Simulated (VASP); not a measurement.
# Al (Fm-3m) in VASP: notebook, part 3 of 3

VASP 6.6.1.

### 5 Relaxation of cell and atoms, r2SCAN

This run uses another cell than the first one, of 16.47 Å³/atom, 1.035 times its volume.

POSCAR reads:

```
Al
1.0
    0.0000000000      2.0194648466      2.0194648466
    2.0194648466      0.0000000000      2.0194648466
    2.0194648466      2.0194648466      0.0000000000
Al
1
Direct
    0.0000000000      0.0000000000      0.0000000000
```

INCAR.step1 reads:

```
SYSTEM = Al
PREC = Accurate
ENCUT = 600
ISMEAR = 0
SIGMA = 0.1
LREAL = .FALSE.
LASPH = .TRUE.
NELM = 60
GGA = PE
ALGO = Normal
EDIFF = 1E-4
LWAVE = .TRUE.
LCHARG = .FALSE.
```

INCAR.step2 reads:

```
SYSTEM = Al
PREC = Accurate
ENCUT = 600
EDIFF = 1E-6
ISMEAR = 0
SIGMA = 0.1
LREAL = .FALSE.
LASPH = .TRUE.
NELM = 60
ALGO = Normal
ISIF = 3
LWAVE = .FALSE.
LCHARG = .FALSE.
METAGGA = R2SCAN
LMIXTAU = .TRUE.
IBRION = 2
NSW = 100
EDIFFG = -0.005
ISTART = 1
```

KPOINTS reads:

```
Automatic mesh
0
G
  18 18 18
  0 0 0
```

Potentials or basis: VASP PAW PBE potentials, release 64 (Al).

The run is started by

```console
cat potpaw_PBE.64/Al/POTCAR > POTCAR
cp INCAR.step1 INCAR
mpirun -np 1 vasp_std > vasp.out
cp INCAR.step2 INCAR
mpirun -np 1 vasp_std > vasp.out
```

OUTCAR:

```text
SYSTEM = Al
   PREC = Accurate
   ENCUT = 600
   EDIFF = 1E-6
   ISMEAR = 0
   LREAL = .FALSE.
   LASPH = .TRUE.
   NELM = 60
   ISIF = 3
   METAGGA = R2SCAN
   IBRION = 2
   NSW = 100
   EDIFFG = -0.005
   ISTART = 1

 ion  position               nearest neighbor table
   1  0.000  0.000  0.000-

  LATTYP: Found a face centered cubic cell.
 ALAT       =     4.0389296932

  Lattice vectors:

 A1 = (   0.0000000000,   2.0194648466,   2.0194648466)
 A2 = (   2.0194648466,   0.0000000000,   2.0194648466)
 A3 = (   2.0194648466,   2.0194648466,   0.0000000000)

Analysis of symmetry for initial positions (statically):
[... 5 lines left out ...]
 face centered cubic supercell.

 Subroutine GETGRP returns: Found 48 space group operations
 (whereof 48 operations were pure point group operations)
 out of a pool of 48 trial point group operations.

The static configuration has the point symmetry O_h .

Analysis of symmetry for dynamics (positions and initial velocities):
[... 5 lines left out ...]
 face centered cubic supercell.

[... 150 lines left out ...]

  energy without entropy =       -6.72750485  energy(sigma->0) =       -6.72888003

------------------------ aborting loop because EDIFF is reached ----------------------------------------

  FORCE on cell =-STRESS in cart. coord.  units (eV):
  Direction    XX          YY          ZZ          XY          YZ          ZX
  --------------------------------------------------------------------------------------
  -------------------------------------------------------------------------------------
  Total       -0.3352368     -0.3352368     -0.3352368     -0.0000000     -0.0000000      0.0000000
  in kB      -32.6079407    -32.6079407    -32.6079407     -0.0000000     -0.0000000      0.0000000
  external PRESSURE =     -32.6079407 kB  Pullay stress =       0.0000000 kB
[... 57 lines left out ...]
--------------------------------------- Ionic step        3  -------------------------------------------

 number of electron       3.0000000 magnetization

 Free energy of the ion-electron system (eV)
  ---------------------------------------------------
  ext. energy  EPLUGINS =         0.00000000
  ---------------------------------------------------
  free energy    TOTEN  =        -6.73698552 eV

  energy without entropy =       -6.73447161  energy(sigma->0) =       -6.73572856

 E-fermi :   8.4512     XC(G=0): -11.0581

 val. band max:        8.4435300310   @ k =  -0.3333   0.4444   0.1111
 cond. band min:       8.4930747037   @ k =  -0.3333   0.3889   0.0556
 fundamental gap:      0.0495446727
 Fermi energy:         8.4511582582

 k-point     1 :       0.0000    0.0000    0.0000
  band No.  band energies     occupation
      1      -3.6822      2.00000
      2      22.0021      0.00000
      3      22.0021      0.00000
      4      22.0021      0.00000
      5      24.2385      0.00000
[... 177 lines left out ...]
 k-point    24 :      -0.2222    0.0556    0.0000
  band No.  band energies     occupation
      1      -1.8924      2.00000
      2      12.6247      0.00000
      3      18.6159      0.00000
      4      21.6962      0.00000
      5      23.6390      0.00000

 [... further k-points ...]
[... 5 lines left out ...]
  --------------------------------------------------------------------------------------
  -------------------------------------------------------------------------------------
  Total        0.0034708      0.0034708      0.0034708      0.0000000      0.0000000      0.0000000
  in kB        0.3510332      0.3510332      0.3510332      0.0000000      0.0000000      0.0000000
  external PRESSURE =       0.3510332 kB  Pullay stress =       0.0000000 kB
[... 16 lines left out ...]
  FREE ENERGIE OF THE ION-ELECTRON SYSTEM (eV)
  ---------------------------------------------------
  free  energy   TOTEN  =        -6.7369855170 eV

  energy  without entropy=       -6.7344716087  energy(sigma->0) =       -6.73572856

 reached required accuracy - stopping structural energy minimisation
```

OUTCAR.step1:

```text
SYSTEM = Al
   PREC = Accurate
   ENCUT = 600
   ISMEAR = 0
   LREAL = .FALSE.
   LASPH = .TRUE.
   NELM = 60
[... 408 lines left out ...]
 -----------------------------------------------------------------------------------
      0.00000      0.00000      0.00000         0.000000      0.000000      0.000000
 -----------------------------------------------------------------------------------
    total drift:                                0.000000     -0.000000     -0.000000

  FREE ENERGIE OF THE ION-ELECTRON SYSTEM (eV)
  ---------------------------------------------------
  free  energy   TOTEN  =        -3.7445992010 eV

  energy  without entropy=       -3.7416632429  energy(sigma->0) =       -3.74313122
```

OSZICAR.step1:

```text
N       E                     dE             d eps       ncg     rms          rms(c)
DAV:   1    -0.124544575363E+01   -0.12454E+01   -0.92321E+02  1965   0.375E+02
DAV:   2    -0.373980517681E+01   -0.24944E+01   -0.23055E+01  2460   0.333E+01
DAV:   3    -0.376698634083E+01   -0.27181E-01   -0.27022E-01  2600   0.392E+00
DAV:   4    -0.376709031550E+01   -0.10397E-03   -0.10397E-03  2555   0.238E-01
DAV:   5    -0.376709099387E+01   -0.67837E-06   -0.67799E-06  2600   0.161E-02    0.131E+00
DAV:   6    -0.375408839581E+01    0.13003E-01   -0.16407E-03  2340   0.310E-01    0.760E-01
DAV:   7    -0.374460313503E+01    0.94853E-02   -0.49275E-03  2345   0.503E-01    0.146E-01
DAV:   8    -0.374459920103E+01    0.39340E-05   -0.21471E-05  1630   0.521E-02
   1 F= -.37445992E+01 E0= -.37431312E+01  d E =-.293596E-02
```

It took 76 s on 1 thread of Intel Xeon 6975P-C, shared host; peak memory 0.16 GiB.

What came out:

- Free energy: -6.7370 eV
- Relaxed volume: 15.84 Å³/atom
- Relaxed cell: a = 2.819 Å, b = 2.819 Å, c = 2.819 Å, α = 60.00°, β = 60.00°, γ = 60.00°
- Space group after relaxing (to 0.05 Å): Fm-3m (No. 225)
- Energy gained by relaxing: 6.7 meV/atom
- Ionic steps: 3
- Pressure after relaxing: 0.0 GPa

The path:
| step | energy change (eV) | largest force (eV/Å) | pressure (GPa) | volume (Å³) |
| --- | --- | --- | --- | --- |
| 1 | 0.0000 | 0.0000 | -3.26 | 16.47 |
| 2 | -0.0063 | 0.0000 | 0.98 | 15.69 |
| 3 | -0.0067 | 0.0000 | 0.04 | 15.84 |

Final structure:
```xyz
1
Lattice="0.0000 1.9934 1.9934 1.9934 0.0000 1.9934 1.9934 1.9934 0.0000" Properties=species:S:1:pos:R:3 pbc="T T T"
Al    0.0000    0.0000    0.0000
```

Levels at points of the mesh, in eV from the Fermi level:
```
           k point  band 1  band 2  band 3  band 4  band 5
(0.00, 0.00, 0.00)  -12.13   13.55   13.55   13.55   15.79
(0.50, 0.00, 0.00)   -5.17   -4.59   12.27   12.27   12.78
(0.50, 0.50, 0.00)   -3.26   -1.67    5.47    6.20    6.20
```

Caveat: the PAW data sets were made with another functional, which shifts forces and pressure a little.

### 6 Single point, r2SCAN

POSCAR reads:

```
Al
1.0
    0.0000000000      1.9963396845      1.9963396845
    1.9963396845      0.0000000000      1.9963396845
    1.9963396845      1.9963396845      0.0000000000
Al
1
Direct
    0.0000000000      0.0000000000      0.0000000000
```

INCAR.step1 reads:

```
PREC = Accurate
ENCUT = 520
ISMEAR = 0
SIGMA = 0.1
LREAL = F
LASPH = T
NELM = 100
NBANDS = 8
GGA = PE
ALGO = Normal
EDIFF = 1E-4
LWAVE = T
LCHARG = F
```

INCAR.step2 reads:

```
PREC = Accurate
ENCUT = 520
EDIFF = 1E-7
ISMEAR = 0
SIGMA = 0.1
LREAL = F
LASPH = T
NELM = 100
ALGO = Normal
ISIF = 2
LWAVE = F
LCHARG = F
METAGGA = R2SCAN
LMIXTAU = T
NBANDS = 8
ISTART = 1
```

KPOINTS reads:

```
Automatic mesh
0
Gamma
  18 18 18
```

Potentials or basis: VASP PAW PBE potentials, release 64 (Al).

The run is started by

```console
cat potpaw_PBE.64/Al/POTCAR > POTCAR
cp INCAR.step1 INCAR
mpirun -np 1 vasp_std > vasp.out
cp INCAR.step2 INCAR
mpirun -np 1 vasp_std > vasp.out
```

It took 1.8 min on 1 thread of AMD EPYC 7R13 (Zen 3), shared host; peak memory 0.12 GiB.

Results (log left out):

| Property | Result |
| --- | --- |
| Free energy | -6.7370 eV |
| Pressure | -0.4 GPa |

Levels at points of the mesh, in eV from the Fermi level:
| k point | band 1 | band 2 | band 3 | band 4 |
| --- | --- | --- | --- | --- |
| (0.00, 0.00, 0.00) | -12.10 | 13.53 | 13.53 | 13.53 |
| (0.50, 0.00, 0.00) | -5.15 | -4.59 | 12.25 | 12.25 |
| (0.50, 0.50, 0.00) | -3.25 | -1.67 | 5.47 | 6.18 |

Caveat: the PAW data sets were made with another functional, which shifts forces and pressure a little.

### 7 Overview

```tsv
task	cell	k mesh	cutoff (eV)	gap on the mesh (eV)	pressure (GPa)
single point	a = 2.823 Å, angles 60.0°, 1 atom	18 × 18 × 18	520	none	-0.4
single point	a = 2.856 Å, angles 60.0°, 1 atom	8 × 8 × 8	520	none	-2.9
relaxation of cell and atoms	relaxed from a = 2.856 Å, angles 60.0°, 1 atom	18 × 18 × 18	600	none	0.0
```

Alike in all rows: level r2SCAN; potentials or basis VASP PAW PBE potentials, release 64 (Al); no spin polarisation; smearing gaussian 0.1 eV.

Caveats: the PAW data sets were made with another functional, which shifts forces and pressure a little.

Absolute energies hang on the potentials; compare differences alone.
